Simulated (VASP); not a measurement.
# Ga4AsP3 (P1) in VASP: single point with PBEsol

Aim: the single point of Ga4AsP3 with PBEsol.

Program: VASP 6.6.1. These are calculated values, not measurements. Logs are shortened: lines on timing, memory, paths and dates and some standing lists are left out, and cuts for length are marked.

**1. The cell of the first run**

The typed cell holds 64 atoms: a = 11.001 Å, b = 11.001 Å, c = 11.001 Å, α = 90.00°, β = 90.00°, γ = 90.00°.

**2. Single point, PBEsol**

Contents of INCAR:

```
SYSTEM = Ga4AsP3
PREC     = Accurate       ! precision mode
ENCUT    = 520            ! plane-wave cutoff, eV
EDIFF    = 1E-6           ! SCF threshold, eV
ISMEAR   = -1             ! smearing method
SIGMA    = 0.05           ! smearing width, eV
LREAL    = Auto         
LASPH    = .True.         ! aspherical terms in the spheres
NELM     = 100            ! most SCF steps
ALGO     = Normal         ! electronic algorithm
ISIF     = 2              ! what is computed and relaxed
LWAVE    = .False.        ! write WAVECAR
LCHARG   = .False.        ! write CHGCAR
GGA      = PS             ! functional
NBANDS   = 326            ! bands
```

Contents of KPOINTS:

```
Automatic mesh
0
Gamma
  1 1 1
  0.5 0.5 0.5
```

Contents of POSCAR:

```
Ga4AsP3
1.0
   11.0013777962      0.0000000000      0.0000000000
    0.0000000000     11.0013777962      0.0000000000
    0.0000000000      0.0000000000     11.0013777962
Ga P As
32 24 8
Direct
    0.0033530000      0.9967270000      0.0049480000
    0.0000180000      0.9998040000      0.4996480000
    0.9998470000      0.4993330000      0.0071660000
    0.0004360000      0.5001760000      0.4922400000
    0.5037110000      0.0030210000      0.9972750000
    0.4998610000      0.9997290000      0.4989180000
    0.4998280000      0.5000880000      0.0082990000
    0.5006600000      0.4993460000      0.4994310000
    0.2546590000      0.2453870000      0.0046750000
    0.2504860000      0.2495570000      0.4993150000
    0.2438400000      0.7496430000      0.0005010000
    0.2544800000      0.7538450000      0.4962810000
    0.7514160000      0.2499760000      0.0069200000
    0.7462350000      0.2455760000      0.4958430000
    0.7464920000      0.7538860000      0.0045010000
    0.7512360000      0.7500330000      0.4991830000
    0.2478370000      0.0033510000      0.2544040000
    0.2511890000      0.9994510000      0.7500860000
    0.2509610000      0.4998650000      0.2511990000
    0.2544640000      0.4963560000      0.7463910000
    0.7504140000      0.9994080000      0.2508060000
    0.7471390000      0.9970480000      0.7463370000
    0.7504230000      0.4998140000      0.2517060000
    0.7469510000      0.5033360000      0.7470990000
    0.0004290000      0.2493430000      0.2512890000
    0.0035190000      0.2455800000      0.7472760000
    0.9998400000      0.7503510000      0.2513160000
    0.0001680000      0.7571880000      0.7501150000
    0.5000460000      0.2493030000      0.2515790000
    0.4972010000      0.2459010000      0.7467190000
    0.5036340000      0.7473800000      0.2542860000
    0.5030090000      0.7536820000      0.7469860000
    0.1253950000      0.1247630000      0.1277070000
    0.1275070000      0.1226450000      0.6230920000
    0.1245140000      0.6248350000      0.1286800000
    0.6253900000      0.1248110000      0.1274510000
    0.6234090000      0.1228320000      0.6231010000
    0.6262950000      0.6249680000      0.1286120000
    0.6242810000      0.6270580000      0.6221230000
    0.3752870000      0.3735720000      0.1287350000
    0.3767480000      0.3726700000      0.6220140000
    0.3764010000      0.8766760000      0.6240550000
    0.8754080000      0.3747150000      0.1297510000
    0.8753160000      0.8748380000      0.1275850000
    0.8744260000      0.8759170000      0.6231230000
    0.3754360000      0.1255360000      0.3762580000
    0.3755470000      0.1236870000      0.8745520000
    0.3764700000      0.6240540000      0.3754110000
    0.8753140000      0.1236880000      0.3743500000
    0.8744720000      0.6259710000      0.3735160000
    0.1265550000      0.3737860000      0.3735530000
    0.1246590000      0.8757480000      0.3752820000
    0.1255430000      0.8771620000      0.8755920000
    0.6245140000      0.3746570000      0.3743590000
    0.6262980000      0.8750790000      0.3762320000
    0.6254890000      0.8757840000      0.8743160000
    0.1262340000      0.6268000000      0.6225980000
    0.3755270000      0.8757400000      0.1264270000
    0.8744310000      0.3735990000      0.6215360000
    0.3765340000      0.6257100000      0.8754740000
    0.8751750000      0.1217920000      0.8764270000
    0.8745950000      0.6276150000      0.8773490000
    0.1274780000      0.3728970000      0.8774160000
    0.6233250000      0.3739270000      0.8764060000
```

Potentials or basis: VASP PAW PBE potentials, release 64 (Ga_d, P, As).

On the command line:

```console
$ cat potpaw_PBE.64/Ga_d/POTCAR potpaw_PBE.64/P/POTCAR potpaw_PBE.64/As/POTCAR > POTCAR
$ mpirun -np 1 vasp_std > vasp.out
```

OUTCAR:

```text
SYSTEM = Ga4AsP3
   PREC = Accurate
   ENCUT = 520
   EDIFF = 1E-6
   ISMEAR = -1
   LREAL = Auto
   LASPH = .True.
   NELM = 100
   ISIF = 2
   GGA = PS

 ion  position               nearest neighbor table
   1  0.003  0.997  0.005-  53 2.36  44 2.37  33 2.37  61 2.43
   2  0.000  1.000  0.500-  45 2.37  52 2.37  34 2.37  49 2.37
   3  1.000  0.499  0.007-  43 2.36  35 2.36  62 2.44  63 2.44
   4  0.000  0.500  0.492-  50 2.35  51 2.36  59 2.43  57 2.43
   5  0.504  0.003  0.997-  47 2.36  56 2.36  36 2.37  58 2.44
   6  0.500  1.000  0.499-  37 2.36  42 2.36  46 2.37  55 2.37
[... 56 lines left out ...]
  63  0.127  0.373  0.877-  26 2.42  20 2.42   9 2.43   3 2.44
  64  0.623  0.374  0.876-   7 2.42  24 2.43  13 2.43  30 2.44

  LATTYP: Found a simple cubic cell.
 ALAT       =    11.0013777962

  Lattice vectors:

 A1 = (  11.0013777962,   0.0000000000,   0.0000000000)
 A2 = (   0.0000000000,  11.0013777962,   0.0000000000)
 A3 = (   0.0000000000,   0.0000000000,  11.0013777962)

Analysis of symmetry for initial positions (statically):
=====================================================================
 Subroutine PRICEL returns:
 Original cell was already a primitive cell.

 Routine SETGRP: Setting up the symmetry group for a
 simple cubic supercell.

 Subroutine GETGRP returns: Found  1 space group operations
 (whereof  1 operations were pure point group operations)
 out of a pool of 48 trial point group operations.

The static configuration has the point symmetry C_1 .

Analysis of symmetry for dynamics (positions and initial velocities):
=====================================================================
 Subroutine PRICEL returns:
 Original cell was already a primitive cell.

 Routine SETGRP: Setting up the symmetry group for a
 simple cubic supercell.

 Subroutine GETGRP returns: Found  1 space group operations
 (whereof  1 operations were pure point group operations)
 out of a pool of 48 trial point group operations.

The dynamic configuration has the point symmetry C_1 .

 Subroutine INISYM returns: Found  1 space group operations
 (whereof  1 operations are pure point group operations),
 and found     1 'primitive' translations

----------------------------------------------------------------------------------------

                                     Primitive cell

  volume of cell :    1331.5002

  direct lattice vectors                    reciprocal lattice vectors
    11.001377796  0.000000000  0.000000000     0.090897706  0.000000000  0.000000000
     0.000000000 11.001377796  0.000000000     0.000000000  0.090897706  0.000000000
     0.000000000  0.000000000 11.001377796     0.000000000  0.000000000  0.090897706

  length of vectors
    11.001377796 11.001377796 11.001377796     0.090897706  0.090897706  0.090897706

  position of ions in fractional coordinates (direct lattice)
     0.003353000  0.996727000  0.004948000
     0.000018000  0.999804000  0.499648000
     0.999847000  0.499333000  0.007166000
     0.000436000  0.500176000  0.492240000
     0.503711000  0.003021000  0.997275000
     0.499861000  0.999729000  0.498918000
[... 56 lines left out ...]
     0.127478000  0.372897000  0.877416000
     0.623325000  0.373927000  0.876406000

  ion indices of the primitive-cell ions
   primitive index   ion index
                 1           1
                 2           2
                 3           3
                 4           4
                 5           5
                 6           6
[... 56 lines left out ...]
                63          63
                64          64

----------------------------------------------------------------------------------------

 KPOINTS: Automatic mesh

Automatic generation of k-mesh.
 Grid dimensions read from file:
 generate k-points for:    1    1    1

 Generating k-lattice:

  Cartesian coordinates                     Fractional coordinates (reciprocal lattice)
     0.090897706  0.000000000  0.000000000     1.000000000  0.000000000  0.000000000
     0.000000000  0.090897706  0.000000000     0.000000000  1.000000000  0.000000000
     0.000000000  0.000000000  0.090897706     0.000000000  0.000000000  1.000000000

  Length of vectors
     0.090897706  0.090897706  0.090897706

  Shift w.r.t. Gamma in fractional coordinates (k-lattice)
     0.500000000  0.500000000  0.500000000

 Subroutine IBZKPT returns following result:
 ===========================================

 Found      1 irreducible k-points:

 Following reciprocal coordinates:
            Coordinates               Weight
  0.500000  0.500000  0.500000      1.000000
   k-points           NKPTS =      1   k-points in BZ     NKDIM =      1   number of bands    NBANDS=    326
   number of dos      NEDOS =    301   number of ions     NIONS =     64
   total plane-waves  NPLWV = 592704
   dimension x,y,z NGX =    84 NGY =   84 NGZ =   84
   dimension x,y,z NGXF=   168 NGYF=  168 NGZF=  168
   ions per type =              32  24   8
   NGX,Y,Z   is equivalent  to a cutoff of  12.69, 12.69, 12.69 a.u.
   NGXF,Y,Z  is equivalent  to a cutoff of  25.39, 25.39, 25.39 a.u.
 SYSTEM =  Ga4AsP3
   PREC   = accura    normal or accurate (medium, high low for compatibility)
   ISTART =      0    job   : 0-new  1-cont  2-samecut
   ICHARG =      2    charge: 1-file 2-atom 10-const
   ISPIN  =      1    spin polarized calculation?
   LNONCOLLINEAR =      F non collinear calculations
   LSORBIT =      F    spin-orbit coupling
   LASPH  =      T    aspherical Exc in radial PAW
   ENCUT  =  520.0 eV  38.22 Ry    6.18 a.u.  20.46 20.46 20.46*2*pi/ulx,y,z
   NELM   =    100;   NELMIN=  2; NELMDL= -5     # of ELM steps
   EDIFF  = 0.1E-05   stopping-criterion for ELM
   LREAL  =      T    real-space projection
   EDIFFG = 0.1E-04   stopping-criterion for IOM
   NSW    =      0    number of steps for IOM
   IBRION =     -1    ionic relax: 0-MD 1-quasi-New 2-CG
   NFREE  =      0    steps in history (QN), initial steepest desc. (CG)
   ISIF   =      2    stress and relaxation
   ISYM   =      2    0-nonsym 1-usesym 2-fastsym
   POTIM  = 0.5000    time-step for ionic-motion
   TEBEG  =    0.0;   TEEND  =   0.0 temperature during run
   PSTRESS=    0.0 pullay stress
   NELECT =     576.0000    total number of electrons
   NUPDOWN=      -1.0000    fix difference up-down
   EMIN   =  10.00;   EMAX   =-10.00  energy-range for DOS
   EFERMI =   0.00;   METHOD = LEGACY
   ISMEAR =    -1;   SIGMA  =   0.05  broadening in eV -4-tet -1-fermi 0-gaus
   EFERMI_NEDOS =   21; number of points for ismear=-14 and -15
   IALGO  =     38    algorithm
   IMIX   =      4    mixing-type and parameters
     AMIX     =   0.40;   BMIX     =  1.00
     AMIX_MAG =   1.60;   BMIX_MAG =  1.00
  volume/ion in A,a.u.               =      20.80       140.40
  Fermi-wavevector in a.u.,A,eV,Ry     =   1.238137  2.339739 20.857491  1.532982
  Thomas-Fermi vector in A             =   2.372675
   LORBIT       =      0    0 simple, 1 ext, 2 COOP (PROOUT), +10 PAW based schemes
   GGA     = PS    functional components
   LHFCALC =     F    Hartree Fock is set to
   AEXX    =    0.0000 exact exchange contribution
   IVDW    =     0    specifies the selected vdW correction
   LEPSILON=     F    determine dielectric tensor
   LRPA    =     F    only Hartree local field effects (RPA)
 non-spin polarized calculation
  energy-cutoff  :      520.00
  volume of cell :     1331.50
 maximum number of plane-waves:     35712
 NGX is ok and might be reduce to    80
   NGX = 41   NGY = 41   NGZ = 41

 number of electron     576.0000034 magnetization

 Free energy of the ion-electron system (eV)
  ---------------------------------------------------
  ext. energy  EPLUGINS =         0.00000000
  ---------------------------------------------------
  free energy    TOTEN  =      -306.03672811 eV

  energy without entropy =     -306.03672810  energy(sigma->0) =     -306.03672810

 E-fermi :   5.0739     XC(G=0):  -9.9420

 val. band max:        3.9522637735   @ k =   0.5000   0.5000   0.5000
 cond. band min:       6.2235005889   @ k =   0.5000   0.5000   0.5000
 fundamental gap:      2.2712368154
 Fermi energy:         5.0738786067

 k-point     1 :       0.5000    0.5000    0.5000
  band No.  band energies     occupation
      1     -10.3463      2.00000
      2     -10.3453      2.00000
      3     -10.3443      2.00000
      4     -10.3431      2.00000
      5     -10.3412      2.00000
      6     -10.3410      2.00000
[... 292 lines left out ...]
    299       6.5499      0.00000
    300       6.5639      0.00000
 [bands above 300 left out]

------------------------ aborting loop because EDIFF is reached ----------------------------------------

  FORCE on cell =-STRESS in cart. coord.  units (eV):
  Direction    XX          YY          ZZ          XY          YZ          ZX
  --------------------------------------------------------------------------------------
  -------------------------------------------------------------------------------------
  Total       -0.1061170     -0.1079358     -0.0802838     -0.0261273     -0.0211118     -0.0090009
  in kB       -0.1276892     -0.1298777     -0.0966044     -0.0314386     -0.0254036     -0.0108306
  external PRESSURE =      -0.1180571 kB  Pullay stress =       0.0000000 kB

 VOLUME and BASIS-vectors are now :
 -----------------------------------------------------------------------------
  energy-cutoff  :      520.00
  volume of cell :     1331.50
      direct lattice vectors                 reciprocal lattice vectors
    11.001377796  0.000000000  0.000000000     0.090897706  0.000000000  0.000000000
     0.000000000 11.001377796  0.000000000     0.000000000  0.090897706  0.000000000
     0.000000000  0.000000000 11.001377796     0.000000000  0.000000000  0.090897706

 POSITION                                       TOTAL-FORCE (eV/Angst)
 -----------------------------------------------------------------------------------
      0.03689     10.96537      0.05443         0.012145     -0.004670     -0.002506
      0.00020     10.99922      5.49682        -0.001793     -0.004065      0.000511
     10.99969      5.49335      0.07884         0.011369      0.000662      0.027919
      0.00480      5.50263      5.41532         0.003906      0.007206     -0.008343
      5.54152      0.03324     10.97140         0.005335      0.000497     -0.028250
      5.49916     10.99840      5.48879        -0.003594     -0.000247      0.008452
[... 56 lines left out ...]
      1.40243      4.10238      9.65278         0.004531     -0.013406      0.014648
      6.85743      4.11371      9.64167         0.007120     -0.007074     -0.002373
 -----------------------------------------------------------------------------------
    total drift:                               -0.002344      0.002352     -0.012837

  FREE ENERGIE OF THE ION-ELECTRON SYSTEM (eV)
  ---------------------------------------------------
  free  energy   TOTEN  =      -306.0367281056 eV

  energy  without entropy=     -306.0367281038  energy(sigma->0) =     -306.03672810
```

It took 26 min on 1 thread of Oxide Virtual Turin-like, shared host; peak memory 1.2 GiB.

What came out:

- Free energy: -306.0367 eV
- Pressure: 0.0 GPa
- Largest force: 0.030 eV/Å
- Band gap on the k mesh: 2.27 eV

Forces in eV/Å, atoms in the order of the input:
```
Ga   0.012 -0.005 -0.003
Ga  -0.002 -0.004  0.001
Ga   0.011  0.001  0.028
Ga   0.004  0.007 -0.008
Ga   0.005  0.000 -0.028
Ga  -0.004  0.000  0.008
Ga  -0.004  0.001  0.016
Ga  -0.006  0.001  0.008
Ga   0.000  0.005  0.001
Ga   0.007  0.010 -0.001
Ga  -0.009  0.004 -0.006
Ga   0.010  0.005 -0.002
Ga  -0.008 -0.001  0.023
Ga  -0.005 -0.005  0.004
Ga  -0.006  0.006  0.006
Ga   0.002 -0.001  0.006
Ga  -0.016  0.008  0.014
Ga   0.005 -0.004  0.009
Ga   0.001 -0.015 -0.005
Ga   0.013 -0.011 -0.008
Ga   0.012 -0.006  0.007
Ga  -0.004 -0.007  0.001
Ga  -0.002  0.008 -0.007
Ga  -0.015  0.016 -0.016
Ga   0.007 -0.001 -0.003
Ga   0.011 -0.005 -0.018
Ga  -0.002 -0.001  0.006
Ga   0.009  0.016 -0.003
Ga  -0.010  0.010 -0.002
Ga  -0.011 -0.003 -0.008
Ga   0.005 -0.023  0.008
Ga   0.007  0.004 -0.007
P    0.002 -0.001  0.004
P   -0.002 -0.004  0.000
P   -0.009 -0.002 -0.003
P    0.006  0.003  0.001
P   -0.004 -0.003 -0.007
P    0.010  0.000  0.013
P    0.008 -0.006 -0.006
P    0.007  0.001  0.011
P   -0.004 -0.010 -0.006
P   -0.002  0.012  0.003
P    0.000  0.004  0.005
P   -0.009  0.000  0.006
P    0.002  0.003 -0.006
P    0.003  0.005 -0.002
P    0.003 -0.005 -0.007
P    0.003  0.001 -0.003
P    0.001 -0.005 -0.001
P   -0.006 -0.002 -0.006
P   -0.001 -0.003 -0.006
P   -0.007  0.007  0.001
P   -0.008 -0.004 -0.003
P   -0.003 -0.003 -0.002
P    0.010 -0.002 -0.002
P   -0.006  0.012  0.009
As  -0.003  0.005 -0.014
As  -0.005 -0.004 -0.008
As  -0.003  0.002 -0.018
As  -0.002  0.009  0.002
As   0.001 -0.012  0.002
As  -0.012  0.013  0.009
As   0.005 -0.013  0.015
As   0.007 -0.007 -0.002
```

Caveat: the k points lie up to 0.57 Å⁻¹ apart; the PAW data sets were made with another functional, which shifts forces and pressure a little; a shifted mesh leaves out Γ, where band edges can lie.
